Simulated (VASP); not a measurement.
# W13C12 in VASP: single point with r2SCAN

Aim: the single point of W13C12 with r2SCAN.

All numbers are computed with VASP 6.6.1; they aren't measurements. Logs are shortened: lines on timing, memory, paths and dates and some standing lists are left out, and cuts for length are marked.

## 1. The cell of the first run

The cell holds a slab with vacuum, 25 atoms: a = 5.797 Å, b = 5.797 Å, c = 19.072 Å, α = 90.00°, β = 90.00°, γ = 120.00°.

## 2. Single point, r2SCAN

The input, POSCAR:

```
W13C12
1.0
    5.7968000000      0.0000000000      0.0000000000
   -2.8984000000      5.0201760000      0.0000000000
    0.0000000000      0.0000000000     19.0720000000
W C
13 12
Direct
    0.0000000000      0.0000000000      0.0524328859
   -0.0049828405      0.0000398392      0.1977768456
    0.0023868817      0.0079479285      0.3494704279
    0.0000011952      0.5000023904      0.0524328859
   -0.0163463222      0.4973929201      0.2041474413
   -0.0247152928      0.4983889011      0.3512321728
    0.5000000000      0.0000000000      0.0524328859
    0.4971520829      0.0030676215      0.1998846477
    0.4980603655     -0.0024301937      0.3515572567
    0.5000011952      0.5000023904      0.0524328859
    0.4924524669      0.5086076663      0.1991977768
    0.4898420761      0.4955204758      0.3443424916
    0.4718151041      0.4835487839      0.4767984480
    0.3333337317      0.1666674635      0.1265939597
    0.3335095870      0.1721254394      0.2675073406
    0.3349923739      0.1825434009      0.4179110738
    0.3333349269      0.6666698538      0.1265939597
    0.3179638779      0.6545587246      0.2784658138
    0.3391946515      0.6641400620      0.4224937081
    0.8333337317      0.1666674635      0.1265939597
    0.8110656326      0.1652930096      0.2715761326
    0.8368561820      0.1557714311      0.4098206795
    0.8333349269      0.6666698538      0.1265939597
    0.8218064524      0.6839800039      0.2718592701
    0.7909502868      0.6437622904      0.4191222735
```

The input, INCAR.step1:

```
SYSTEM = W13C12
PREC = Accurate
ENCUT = 520
ISMEAR = -1
SIGMA = 0.05
LREAL = Auto
LASPH = .True.
NELM = 100
NBANDS = 133
GGA = PE
ALGO = Normal
EDIFF = 1E-4
LWAVE = .True.
LCHARG = .False.
```

The input, INCAR.step2:

```
SYSTEM = W13C12
PREC = Accurate
ENCUT = 520
EDIFF = 1E-6
ISMEAR = -1
SIGMA = 0.05
LREAL = Auto
LASPH = .True.
NELM = 100
ALGO = Normal
ISIF = 2
LWAVE = .False.
LCHARG = .True.
METAGGA = R2SCAN
LMIXTAU = .True.
LELF = .True.
LVHAR = .True.
NBANDS = 133
ISTART = 1
```

The input, KPOINTS:

```
Automatic mesh
0
Gamma
  2 2 1
  0 0 0
```

Potentials or basis: VASP PAW PBE potentials, release 64 (W_sv, C).

Launch:

```console
cat potpaw_PBE.64/W_sv/POTCAR potpaw_PBE.64/C/POTCAR > POTCAR
cp INCAR.step1 INCAR
mpirun -np 1 vasp_std > vasp.out
cp INCAR.step2 INCAR
mpirun -np 1 vasp_std > vasp.out
```

OUTCAR:

```text
SYSTEM = W13C12
   PREC = Accurate
   ENCUT = 520
   EDIFF = 1E-6
   ISMEAR = -1
   LREAL = Auto
   LASPH = .True.
   NELM = 100
   ISIF = 2
   METAGGA = R2SCAN
   ISTART = 1

 ion  position               nearest neighbor table
   1  0.000  0.000  0.052-  23 2.19  14 2.19  20 2.19   2 2.77  10 2.90   4 2.90   7 2.90   7 2.90
                            10 2.90   4 2.90
   2  0.995  0.000  0.198-  24 2.13  20 2.14  23 2.16  15 2.16  14 2.17  21 2.25   1 2.77  11 2.88
                             5 2.88   3 2.89   8 2.90   8 2.90  11 2.92   5 2.92
   3  0.002  0.008  0.349-  22 1.95  16 2.12  24 2.20  25 2.27  15 2.28  21 2.30  12 2.83   6 2.88
                             2 2.89   9 2.89   9 2.90   6 2.92  12 2.97
   4  0.000  0.500  0.052-  17 2.19  23 2.19  20 2.19   5 2.89   7 2.90   1 2.90  10 2.90  10 2.90
                             1 2.90   7 2.90
   5  0.984  0.497  0.204-  21 2.11  24 2.18  23 2.18  18 2.20  20 2.23  17 2.30   6 2.81   8 2.84
                            11 2.88   2 2.88   4 2.89  11 2.92   2 2.92   8 2.96
   6  0.975  0.498  0.351-  22 2.06  25 2.10  18 2.21  21 2.26  19 2.28  24 2.28   5 2.81  12 2.81
                             9 2.84   3 2.88   3 2.92   9 2.96  12 2.99
   7  0.500  0.000  0.052-  17 2.19  20 2.19  14 2.19   8 2.81  10 2.90   4 2.90   1 2.90   1 2.90
                             4 2.90  10 2.90
   8  0.497  0.003  0.200-  21 2.09  15 2.11  14 2.16  20 2.19  17 2.19  18 2.30   7 2.81   5 2.84
                            11 2.85   9 2.89   2 2.90   2 2.90  11 2.94   5 2.96
   9  0.498  0.998  0.352-  22 2.03  19 2.15  16 2.16  21 2.19  18 2.22  15 2.34   6 2.84  12 2.89
                             8 2.89   3 2.89   3 2.90  12 2.91   6 2.96
  10  0.500  0.500  0.052-  17 2.19  23 2.19  14 2.19  11 2.80   1 2.90   7 2.90   4 2.90   4 2.90
                             7 2.90   1 2.90
  11  0.492  0.509  0.199-  17 2.11  15 2.13  24 2.16  23 2.20  14 2.21  18 2.21  12 2.77  10 2.80
                             8 2.85   2 2.88   5 2.88   2 2.92   5 2.92   8 2.94
  12  0.490  0.496  0.344-  25 2.08  18 2.08  16 2.11  24 2.17  15 2.19  19 2.19  13 2.53  11 2.77
                             6 2.81   3 2.83   9 2.89   9 2.91   3 2.97   6 2.99
  13  0.472  0.484  0.477-  16 1.88  19 1.89  25 1.94  12 2.53
  14  0.333  0.167  0.127-   8 2.16   2 2.17   1 2.19   7 2.19  10 2.19  11 2.21
  15  0.334  0.172  0.268-   8 2.11  11 2.13   2 2.16  12 2.19   3 2.28   9 2.34
  16  0.335  0.183  0.418-  13 1.88  12 2.11   3 2.12   9 2.16
  17  0.333  0.667  0.127-  11 2.11   7 2.19  10 2.19   4 2.19   8 2.19   5 2.30
  18  0.318  0.655  0.278-  12 2.08   5 2.20  11 2.21   6 2.21   9 2.22   8 2.30
  19  0.339  0.664  0.422-  13 1.89   9 2.15  12 2.19   6 2.28
  20  0.833  0.167  0.127-   2 2.14   7 2.19   1 2.19   4 2.19   8 2.19   5 2.23
  21  0.811  0.165  0.272-   8 2.09   5 2.11   9 2.19   2 2.25   6 2.26   3 2.30
  22  0.837  0.156  0.410-   3 1.95   9 2.03   6 2.06
  23  0.833  0.667  0.127-   2 2.16   5 2.18   1 2.19   4 2.19  10 2.19  11 2.20
  24  0.822  0.684  0.272-   2 2.13  11 2.16  12 2.17   5 2.18   3 2.20   6 2.28
  25  0.791  0.644  0.419-  13 1.94  12 2.08   6 2.10   3 2.27

  LATTYP: Found a hexagonal cell.
 ALAT       =     5.7968000000
 C/A-ratio  =     3.2900910847

  Lattice vectors:

 A1 = (   5.7968000000,   0.0000000000,   0.0000000000)
 A2 = (  -2.8984000000,   5.0201760000,   0.0000000000)
 A3 = (   0.0000000000,   0.0000000000,  19.0720000000)

Analysis of symmetry for initial positions (statically):
=====================================================================
 Subroutine PRICEL returns:
 Original cell was already a primitive cell.

 Routine SETGRP: Setting up the symmetry group for a
 hexagonal supercell.

 Subroutine GETGRP returns: Found  1 space group operations
 (whereof  1 operations were pure point group operations)
 out of a pool of 24 trial point group operations.

The static configuration has the point symmetry C_1 .

Analysis of symmetry for dynamics (positions and initial velocities):
=====================================================================
 Subroutine PRICEL returns:
 Original cell was already a primitive cell.

 Routine SETGRP: Setting up the symmetry group for a
 hexagonal supercell.

 Subroutine GETGRP returns: Found  1 space group operations
 (whereof  1 operations were pure point group operations)
 out of a pool of 24 trial point group operations.

The dynamic configuration has the point symmetry C_1 .

 Subroutine INISYM returns: Found  1 space group operations
 (whereof  1 operations are pure point group operations),
 and found     1 'primitive' translations

----------------------------------------------------------------------------------------

[... 71 lines left out ...]
Automatic generation of k-mesh.
 Grid dimensions read from file:
 generate k-points for:    2    2    1

 Generating k-lattice:

  Cartesian coordinates                     Fractional coordinates (reciprocal lattice)
     0.086254485  0.049799051  0.000000000     0.500000000  0.000000000  0.000000000
     0.000000000  0.099598102  0.000000000     0.000000000  0.500000000  0.000000000
     0.000000000  0.000000000  0.052432886     0.000000000  0.000000000  1.000000000

  Length of vectors
     0.099598101  0.099598102  0.052432886

  Shift w.r.t. Gamma in fractional coordinates (k-lattice)
     0.000000000  0.000000000  0.000000000

 Subroutine IBZKPT returns following result:
 ===========================================

 Found      4 irreducible k-points:

 Following reciprocal coordinates:
            Coordinates               Weight
  0.000000  0.000000  0.000000      1.000000
  0.500000 -0.000000  0.000000      1.000000
  0.000000  0.500000  0.000000      1.000000
  0.500000  0.500000  0.000000      1.000000
   k-points           NKPTS =      4   k-points in BZ     NKDIM =      4   number of bands    NBANDS=    133
   number of dos      NEDOS =    301   number of ions     NIONS =     25
   total plane-waves  NPLWV = 331776
   dimension x,y,z NGX =    48 NGY =   48 NGZ =  144
   dimension x,y,z NGXF=    96 NGYF=   96 NGZF=  288
   ions per type =              13  12
   NGX,Y,Z   is equivalent  to a cutoff of  13.77, 13.77, 12.55 a.u.
   NGXF,Y,Z  is equivalent  to a cutoff of  27.53, 27.53, 25.10 a.u.
 SYSTEM =  W13C12
   PREC   = accura    normal or accurate (medium, high low for compatibility)
   ISTART =      1    job   : 0-new  1-cont  2-samecut
   ICHARG =      0    charge: 1-file 2-atom 10-const
   ISPIN  =      1    spin polarized calculation?
   LNONCOLLINEAR =      F non collinear calculations
   LSORBIT =      F    spin-orbit coupling
   LASPH  =      T    aspherical Exc in radial PAW
   ENCUT  =  520.0 eV  38.22 Ry    6.18 a.u.  10.78 10.78 35.46*2*pi/ulx,y,z
   NELM   =    100;   NELMIN=  2; NELMDL=  0     # of ELM steps
   EDIFF  = 0.1E-05   stopping-criterion for ELM
   LREAL  =      T    real-space projection
   EDIFFG = 0.1E-04   stopping-criterion for IOM
   NSW    =      0    number of steps for IOM
   IBRION =     -1    ionic relax: 0-MD 1-quasi-New 2-CG
   NFREE  =      0    steps in history (QN), initial steepest desc. (CG)
   ISIF   =      2    stress and relaxation
   ISYM   =      2    0-nonsym 1-usesym 2-fastsym
   POTIM  = 0.5000    time-step for ionic-motion
   TEBEG  =    0.0;   TEEND  =   0.0 temperature during run
   PSTRESS=    0.0 pullay stress
   NELECT =     230.0000    total number of electrons
   NUPDOWN=      -1.0000    fix difference up-down
   EMIN   =  10.00;   EMAX   =-10.00  energy-range for DOS
   EFERMI =   0.00;   METHOD = LEGACY
   ISMEAR =    -1;   SIGMA  =   0.05  broadening in eV -4-tet -1-fermi 0-gaus
   EFERMI_NEDOS =   21; number of points for ismear=-14 and -15
   IALGO  =     38    algorithm
   IMIX   =      4    mixing-type and parameters
     AMIX     =   0.40;   BMIX     =  1.00
     AMIX_MAG =   1.60;   BMIX_MAG =  1.00
  volume/ion in A,a.u.               =      22.20       149.82
  Fermi-wavevector in a.u.,A,eV,Ry     =   1.220533  2.306473 20.268618  1.489701
  Thomas-Fermi vector in A             =   2.355747
   LORBIT       =      0    0 simple, 1 ext, 2 COOP (PROOUT), +10 PAW based schemes
   METAGGA = R2SCAN    functional components
   LHFCALC =     F    Hartree Fock is set to
   AEXX    =    0.0000 exact exchange contribution
   IVDW    =     0    specifies the selected vdW correction
   LEPSILON=     F    determine dielectric tensor
   LRPA    =     F    only Hartree local field effects (RPA)
 non-spin polarized calculation
  energy-cutoff  :      520.00
  volume of cell :      555.01
 maximum number of plane-waves:     14963
 NGX is ok and might be reduce to    48
   NGX = 21   NGY = 21   NGZ = 71

 number of electron     229.9999995 magnetization

 Free energy of the ion-electron system (eV)
  ---------------------------------------------------
  ext. energy  EPLUGINS =         0.00000000
  ---------------------------------------------------
  free energy    TOTEN  =      -772.37279885 eV

  energy without entropy =     -772.28831156  energy(sigma->0) =     -772.33055521

 E-fermi :   3.4181     XC(G=0):  -8.2715

 val. band max:        3.3203580211   @ k =   0.5000   0.5000   0.0000
 cond. band min:       3.4411586266   @ k =   0.5000  -0.0000   0.0000
 fundamental gap:      0.1208006055
 Fermi energy:         3.4181143699

 k-point     1 :       0.0000    0.0000    0.0000
  band No.  band energies     occupation
      1     -72.9830      2.00000
      2     -72.8855      2.00000
      3     -72.8626      2.00000
      4     -72.8193      2.00000
      5     -72.8066      2.00000
      6     -72.7986      2.00000
[... 509 lines left out ...]
    126       4.8134      0.00000
    127       4.8322      0.00000
 [bands above 127 left out]

------------------------ aborting loop because EDIFF is reached ----------------------------------------

  FORCE on cell =-STRESS in cart. coord.  units (eV):
  Direction    XX          YY          ZZ          XY          YZ          ZX
  --------------------------------------------------------------------------------------
  -------------------------------------------------------------------------------------
  Total        5.3582105      4.2183157      4.0112712     -1.0072657      0.1832231      4.9330684
  in kB       15.4677399     12.1771641     11.5794815     -2.9077102      0.5289168     14.2404668
  external PRESSURE =      13.0747952 kB  Pullay stress =       0.0000000 kB

 VOLUME and BASIS-vectors are now :
 -----------------------------------------------------------------------------
  energy-cutoff  :      520.00
  volume of cell :      555.01
      direct lattice vectors                 reciprocal lattice vectors
     5.796800000  0.000000000  0.000000000     0.172508970  0.099598102  0.000000000
    -2.898400000  5.020176000  0.000000000     0.000000000  0.199196203  0.000000000
     0.000000000  0.000000000 19.072000000     0.000000000  0.000000000  0.052432886

 POSITION                                       TOTAL-FORCE (eV/Angst)
 -----------------------------------------------------------------------------------
      0.00000      0.00000      1.00000        -0.027550      0.012111      0.484665
      5.76780      0.00020      3.77200        -0.051401      0.658865      1.315337
     -0.00920      0.03990      6.66510        -0.901234     -0.879171      0.643087
     -1.44920      2.51010      1.00000        -0.111048      0.054886      1.234144
      4.26040      2.49700      3.89350         1.343423      0.933638     -1.910918
      4.20900      2.50200      6.69870         2.123516     -0.082522      0.701755
[... 17 lines left out ...]
      2.78140      3.43370      5.18490         0.777192     -1.153898      0.125450
      2.71910      3.23180      7.99350         1.004525      1.171351      0.295703
 -----------------------------------------------------------------------------------
    total drift:                                0.007270     -0.009031      0.056236

  FREE ENERGIE OF THE ION-ELECTRON SYSTEM (eV)
  ---------------------------------------------------
  free  energy   TOTEN  =      -772.3727988479 eV

  energy  without entropy=     -772.2883115648  energy(sigma->0) =     -772.33055521
```

Run time: 77 min. Hardware: 1 thread of Intel Xeon 6975P-C (Granite Rapids), shared host; peak memory 0.86 GiB.

Results:

```
Free energy            : -772.3728 eV
Largest force          : 2.516 eV/Å
Band gap on the k mesh : zero (band 115 reaches 3.49 eV, above the bottom of band 116 at 3.32 eV)
```

Forces in eV/Å, atoms in the order of the input:
```
W   -0.028  0.012  0.485
W   -0.051  0.659  1.315
W   -0.901 -0.879  0.643
W   -0.111  0.055  1.234
W    1.343  0.934 -1.911
W    2.124 -0.083  0.702
W   -0.091 -0.032  0.728
W   -0.738 -0.900  0.025
W   -0.907  0.006  0.467
W   -0.190  0.074  0.658
W    0.552 -1.012  0.077
W   -0.579  0.315 -0.615
W    0.757  0.598  0.996
C    0.033  0.112 -1.340
C   -0.460 -0.313  1.128
C    0.243 -1.443 -0.387
C   -0.842  0.071 -1.122
C   -0.766  1.148 -1.818
C   -1.053 -0.002 -0.784
C   -0.439  0.344 -1.147
C    1.089  0.277  1.107
C   -0.747  0.166  0.288
C   -0.018 -0.126 -1.151
C    0.777 -1.154  0.125
C    1.005  1.171  0.296
```

Levels at points of the mesh, in eV from the Fermi level:
| k point | band 111 | band 112 | band 113 | band 114 | band 115 | band 116 | band 117 | band 118 | band 119 | band 120 |
| --- | --- | --- | --- | --- | --- | --- | --- | --- | --- | --- |
| (0.00, 0.00, 0.00) | -0.38 | -0.29 | -0.10 | 0.03 | 0.07 | 0.12 | 0.52 | 0.68 | 0.78 | 1.20 |
| (0.50, 0.00, 0.00) | -1.46 | -1.08 | -1.01 | -0.83 | -0.46 | 0.02 | 0.54 | 0.72 | 0.99 | 1.00 |
| (0.00, 0.50, 0.00) | -1.45 | -1.16 | -1.00 | -0.81 | -0.52 | 0.06 | 0.57 | 0.76 | 0.90 | 1.02 |
| (0.50, 0.50, 0.00) | -1.44 | -1.25 | -1.03 | -0.68 | -0.57 | -0.10 | 0.58 | 0.69 | 0.96 | 1.01 |

Caveat: the k points lie up to 0.63 Å⁻¹ apart; the PAW data sets were made with another functional, which shifts forces and pressure a little; spin-orbit coupling is left out, which moves the levels of the heavy elements.
